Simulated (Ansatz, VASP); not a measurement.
# Rb in VASP and in Ansatz

```
Rb
1.0
    -2.68596    2.68596    2.68596
     2.68596   -2.68596    2.68596
     2.68596    2.68596   -2.68596
Rb
1
Direct
  0.00000 0.00000 0.00000
```

Alike in both runs: task single point; functional LDA; k mesh 8 × 8 × 8; occupations fermi-dirac, width 0.01 eV; no spin polarisation.

|  | VASP | Ansatz |
| --- | --- | --- |
| version | VASP 6.6.1 | Ansatz 0.2.0 |
| potentials or method | VASP PAW LDA potentials, release 64 (Rb_sv), cutoff 520 eV | plane waves (420 eV) with PAW, scalar-relativistic |
| valence electrons in the cell | 9 | 9 |

```tsv
	VASP	Ansatz	Ansatz less VASP
pressure (GPa)	0.0	0.0	0.00
```

Ansatz warns that its potentials were made for another functional, while VASP's fit it. LDA's correlation is that of Perdew and Zunger in VASP and of Perdew and Wang (1992) in Ansatz.
